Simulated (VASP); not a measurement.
# Ru (P6_3/mmc) in VASP: further runs, part 2 of 2

VASP 6.6.1. Earlier steps stand in the parts before.

## 3. Relaxation of cell and atoms, PBEsol

This run uses another cell than the first one, of 13.55 Å³/atom, 1.017 times its volume.

INCAR

```
SYSTEM = Ru
  PREC = Accurate
  ENCUT = 600
  EDIFF = 1E-6
  ISMEAR = 0
  SIGMA = 0.1
  LREAL = .FALSE.
  LASPH = .TRUE.
  NELM = 80
  ALGO = Normal
  ISIF = 3
  LWAVE = .FALSE.
  LCHARG = .FALSE.
  GGA = PS
  IBRION = 2
  NSW = 90
  EDIFFG = -0.04
```

KPOINTS

```
regular mesh
0
G
  9 9 4
  0 0 0
```

POSCAR

```
Ru
1.0
    2.7078263433      0.0000000000      0.0000000000
   -1.3539131716      2.3450464023      0.0000000000
    0.0000000000      0.0000000000      4.2681017800
Ru
2
Direct
    0.3333333300      0.6666666700      0.2500000000
    0.6666666700      0.3333333300      0.7500000000
```

Potentials or basis: VASP PAW PBE potentials, release 64 (Ru_pv).

On the command line:

```
$ cat potpaw_PBE.64/Ru_pv/POTCAR > POTCAR
$ mpirun -np 1 vasp_std > vasp.out
```

OUTCAR:

```text
SYSTEM = Ru
   PREC = Accurate
   ENCUT = 600
   EDIFF = 1E-6
   ISMEAR = 0
   LREAL = .FALSE.
   LASPH = .TRUE.
   NELM = 80
   ISIF = 3
   GGA = PS
   IBRION = 2
   NSW = 90
   EDIFFG = -0.04

 ion  position               nearest neighbor table
   1  0.333  0.667  0.250-   2 2.65   2 2.65   2 2.65   2 2.65   2 2.65   2 2.65
   2  0.667  0.333  0.750-   1 2.65   1 2.65   1 2.65   1 2.65   1 2.65   1 2.65

  LATTYP: Found a hexagonal cell.
 ALAT       =     2.7078263433
 C/A-ratio  =     1.5762095640

  Lattice vectors:

 A1 = (   2.7078263433,   0.0000000000,   0.0000000000)
 A2 = (  -1.3539131716,   2.3450464023,   0.0000000000)
 A3 = (   0.0000000000,   0.0000000000,   4.2681017800)

Analysis of symmetry for initial positions (statically):
=====================================================================
 Subroutine PRICEL returns:
 Original cell was already a primitive cell.

 Routine SETGRP: Setting up the symmetry group for a
 hexagonal supercell.

 Subroutine GETGRP returns: Found 24 space group operations
 (whereof 12 operations were pure point group operations)
 out of a pool of 24 trial point group operations.

The static configuration has the point symmetry D_3d.
 The point group associated with its full space group is D_6h.

Analysis of symmetry for dynamics (positions and initial velocities):
=====================================================================
 Subroutine PRICEL returns:
 Original cell was already a primitive cell.

 Routine SETGRP: Setting up the symmetry group for a
 hexagonal supercell.

 Subroutine GETGRP returns: Found 24 space group operations
 (whereof 12 operations were pure point group operations)
 out of a pool of 24 trial point group operations.

The dynamic configuration has the point symmetry D_3d.
 The point group associated with its full space group is D_6h.

[... 120 lines left out ...]
  Fermi-wavevector in a.u.,A,eV,Ry     =   1.654977  3.127452 37.265640  2.738947
  Thomas-Fermi vector in A             =   2.743152
   LORBIT       =      0    0 simple, 1 ext, 2 COOP (PROOUT), +10 PAW based schemes
   GGA     = PS    functional components
   LHFCALC =     F    Hartree Fock is set to
   AEXX    =    0.0000 exact exchange contribution
   IVDW    =     0    specifies the selected vdW correction
   LEPSILON=     F    determine dielectric tensor
   LRPA    =     F    only Hartree local field effects (RPA)
 conjugate gradient relaxation of ions
 non-spin polarized calculation
 Gauss-broadening in eV      SIGMA  =   0.10
  energy-cutoff  :      600.00
  volume of cell :       27.10
 maximum number of plane-waves:       929
 NGX is ok and might be reduce to    24

--------------------------------------- Ionic step        1  -------------------------------------------

 number of electron      28.0000001 magnetization

 Free energy of the ion-electron system (eV)
  ---------------------------------------------------
  ext. energy  EPLUGINS =         0.00000000
  ---------------------------------------------------
  free energy    TOTEN  =       -20.32879144 eV

  energy without entropy =      -20.31796912  energy(sigma->0) =      -20.32338028

------------------------ aborting loop because EDIFF is reached ----------------------------------------

  FORCE on cell =-STRESS in cart. coord.  units (eV):
  Direction    XX          YY          ZZ          XY          YZ          ZX
  --------------------------------------------------------------------------------------
  -------------------------------------------------------------------------------------
  Total       -0.8893047     -0.8893047     -1.0869438     -0.0000000      0.0000000      0.0000000
  in kB      -52.5719596    -52.5719596    -64.2555496     -0.0000000      0.0000000      0.0000000
  external PRESSURE =     -56.4664896 kB  Pullay stress =       0.0000000 kB
[... 59 lines left out ...]
--------------------------------------- Ionic step        3  -------------------------------------------

 number of electron      27.9999996 magnetization

 Free energy of the ion-electron system (eV)
  ---------------------------------------------------
  ext. energy  EPLUGINS =         0.00000000
  ---------------------------------------------------
  free energy    TOTEN  =       -20.33695864 eV

  energy without entropy =      -20.32634380  energy(sigma->0) =      -20.33165122

 E-fermi :  13.2171     XC(G=0): -14.3946

 val. band max:       13.2154111752   @ k =   0.3333  -0.0000   0.0000
 cond. band min:      13.2371465927   @ k =   0.3333   0.3333   0.2500
 fundamental gap:      0.0217354175
 Fermi energy:        13.2170835377

 k-point     1 :       0.0000    0.0000    0.0000
  band No.  band energies     occupation
      1     -30.6566      2.00000
      2     -29.6445      2.00000
      3     -29.6445      2.00000
      4     -29.4585      2.00000
      5     -29.4585      2.00000
      6     -29.4225      2.00000
[... 481 lines left out ...]
      5     -29.7345      2.00000
      6     -29.7345      2.00000
[... 10 lines left out ...]
     17      20.7949      0.00000
     18      20.7949      0.00000

 [... further k-points ...]
[... 5 lines left out ...]
  --------------------------------------------------------------------------------------
  -------------------------------------------------------------------------------------
  Total       -0.0068071     -0.0068071     -0.0603986     -0.0000000      0.0000000     -0.0000000
  in kB       -0.4090836     -0.4090836     -3.6297371     -0.0000000      0.0000000     -0.0000000
  external PRESSURE =      -1.4826348 kB  Pullay stress =       0.0000000 kB
[... 17 lines left out ...]
  FREE ENERGIE OF THE ION-ELECTRON SYSTEM (eV)
  ---------------------------------------------------
  free  energy   TOTEN  =       -20.3369586371 eV

  energy  without entropy=      -20.3263437992  energy(sigma->0) =      -20.33165122

 reached required accuracy - stopping structural energy minimisation
```

Wall time 16 s (1 thread of Intel Xeon 6975P-C (Granite Rapids), shared host); peak memory 0.17 GiB.

What came out:

```yaml
Free_energy: -20.3370 eV
Relaxed_volume: 13.33 Å³/atom
Relaxed_cell: a = 2.694 Å, b = 2.694 Å, c = 4.242 Å, α = 90.00°, β = 90.00°, γ = 120.00°
Space_group_after_relaxing_to_0.05_Å: P6_3/mmc (No. 194)
Energy_gained_by_relaxing: 4.1 meV/atom
Ionic_steps: 3
Pressure_after_relaxing: -0.1 GPa
Band_gap_on_the_k_mesh: zero (band 14 reaches 14.55 eV, above the bottom of band 15 at 11.42 eV)
```

The path:
| step | energy change (eV) | largest force (eV/Å) | pressure (GPa) | volume (Å³) |
| --- | --- | --- | --- | --- |
| 1 | 0.0000 | 0.0000 | -5.65 | 27.10 |
| 2 | 0.0793 | 0.0000 | 21.29 | 25.27 |
| 3 | -0.0082 | 0.0000 | -0.15 | 26.66 |

Final structure:
```
CELL_PARAMETERS angstrom
2.69404 0.00000 0.00000
-1.34702 2.33311 0.00000
0.00000 0.00000 4.24154
ATOMIC_POSITIONS crystal
Ru 0.33333 0.66667 0.25000
Ru 0.66667 0.33333 0.75000
```

Caveat: the k points lie up to 0.37 Å⁻¹ apart in the final cell; the PAW data sets were made with another functional, which shifts forces and pressure a little.

## 4. Single point, PBEsol

This run uses another cell than the first one: it holds 4 atoms, not 2.

INCAR

```
SYSTEM = Ru
ALGO = Fast
EDIFF = 1E-6
ENCUT = 520
GGA = PS
ISIF = 2
ISMEAR = 0
LASPH = .True.
LCHARG = .True.
LELF = .True.
LREAL = .False.
LVHAR = .True.
LWAVE = .False.
NBANDS = 36
NELM = 60
PREC = Accurate
SIGMA = 0.1
```

KPOINTS

```
k-points
0
Gamma
  15 15 8
  0 0 0
```

POSCAR

```
Ru
1.0
    3.9959040202      0.0000000000      0.0000000000
   -1.9979520101      3.4605543926      0.0000000000
    0.0000000000      0.0000000000      5.4860283561
Ru
4
Direct
    0.3333333333      0.6666666667      0.4605047039
    0.6666666667      0.3333333333      0.9605047039
    0.6666666667      0.3333333333      0.5394952961
    0.3333333333      0.6666666667      0.0394952961
```

On the command line:

```
$ cat potpaw_PBE.64/Ru_pv/POTCAR > POTCAR
$ mpirun -np 1 vasp_std > vasp.out
```

It took 13 min on 1 thread of Intel Xeon 8259CL, shared host; peak memory 0.37 GiB.

The run converged. Its results:

```yaml
Free_energy: -35.3322 eV
Pressure: 0.3 GPa
Largest_force: 0.036 eV/Å
Band_gap_on_the_k_mesh: zero (band 28 reaches 8.57 eV, above the bottom of band 29 at 6.58 eV)
```

Forces in eV/Å, atoms in the order of the input:
```
Ru   0.000  0.000  0.036
Ru   0.000  0.000  0.036
Ru   0.000  0.000 -0.036
Ru   0.000  0.000 -0.036
```

Stress tensor (GPa, compression positive):
```
0.31 0.00 0.00
0.00 0.31 0.00
0.00 0.00 0.41
```

Levels at points of the mesh, in eV from the Fermi level:
```tsv
k point	band 26	band 27	band 28	band 29	band 30	band 31
(0.00, 0.00, 0.00)	-2.06	-0.86	-0.86	0.06	0.18	0.18
(0.00, 0.00, 0.50)	-1.47	-1.47	-1.47	-0.93	-0.93	0.97
```

Caveat: the PAW data sets were made with another functional, which shifts forces and pressure a little.

## 5. Single point, PBEsol

This run uses another cell than the first one: it holds 4 atoms, not 2.

INCAR

```
PREC = Accurate
ENCUT = 520
EDIFF = 1E-7
ISMEAR = 0
SIGMA = 0.1
LREAL = F
LASPH = T
NELM = 100
ALGO = Fast
ISIF = 2
LWAVE = F
LCHARG = F
GGA = PS
NBANDS = 36
```

KPOINTS

```
regular mesh
0
Gamma
  15 15 10
```

POSCAR

```
Ru
1.0
    4.1034792178      0.0000000000      0.0000000000
   -2.0517396089      3.5537172465      0.0000000000
    0.0000000000      0.0000000000      4.6888664558
Ru
4
Direct
    0.0000000000      0.0000000000      0.2500000000
    0.0000000000      0.0000000000      0.7500000000
    0.3333333333      0.6666666667      0.7500000000
    0.6666666667      0.3333333333      0.2500000000
```

On the command line:

```
$ cat potpaw_PBE.64/Ru_pv/POTCAR > POTCAR
$ mpirun -np 1 vasp_std > vasp.out
```

Wall time 13 min (1 thread of Intel Xeon 8259CL, shared host); peak memory 0.39 GiB.

It converged, with:

```
Free energy            : -34.7522 eV
Pressure               : 0.3 GPa
Band gap on the k mesh : zero (band 28 reaches 10.03 eV, above the bottom of band 29 at 8.52 eV)
```

Stress tensor (GPa, compression positive):
```
0.34 0.00 0.00
0.00 0.34 0.00
0.00 0.00 0.17
```

Levels at points of the mesh, in eV from the Fermi level:
| k point | band 24 | band 25 | band 26 | band 27 | band 28 | band 29 | band 30 | band 31 | band 32 | band 33 |
| --- | --- | --- | --- | --- | --- | --- | --- | --- | --- | --- |
| (0.00, 0.00, 0.00) | -1.94 | -1.94 | -1.71 | -1.71 | -0.90 | 0.33 | 0.33 | 0.59 | 0.79 | 0.79 |
| (0.00, 0.00, 0.50) | -2.62 | -1.55 | -1.55 | -1.55 | -1.55 | -0.35 | -0.35 | -0.14 | -0.14 | -0.14 |

Caveat: the PAW data sets were made with another functional, which shifts forces and pressure a little.

## 6. Overview

| task | cell | k mesh | cutoff (eV) | gap on the mesh (eV) | pressure (GPa) |
| --- | --- | --- | --- | --- | --- |
| single point | a = 2.695, b = 2.695, c = 4.239 Å, angles 90.0, 90.0, 120.0°, 2 atoms | 9 × 9 × 4 | 520 | none | -0.1 |
| relaxation of cell and atoms | relaxed from a = 2.708, b = 2.708, c = 4.268 Å, angles 90.0, 90.0, 120.0°, 2 atoms | 9 × 9 × 4 | 600 | none | -0.1 |
| single point | a = 3.996, b = 3.996, c = 5.486 Å, angles 90.0, 90.0, 120.0°, 4 atoms | 15 × 15 × 8 | 520 | none | 0.3 |
| single point | a = 4.103, b = 4.103, c = 4.689 Å, angles 90.0, 90.0, 120.0°, 4 atoms | 15 × 15 × 10 | 520 | none | 0.3 |

Alike in all rows: level PBEsol; potentials or basis VASP PAW PBE potentials, release 64 (Ru_pv); no spin polarisation; smearing gaussian 0.1 eV.

Caveats: some runs use coarse meshes; the PAW data sets were made with another functional, which shifts forces and pressure a little.

Total energies depend on the potentials used, so only differences within one code and one set of settings carry meaning.
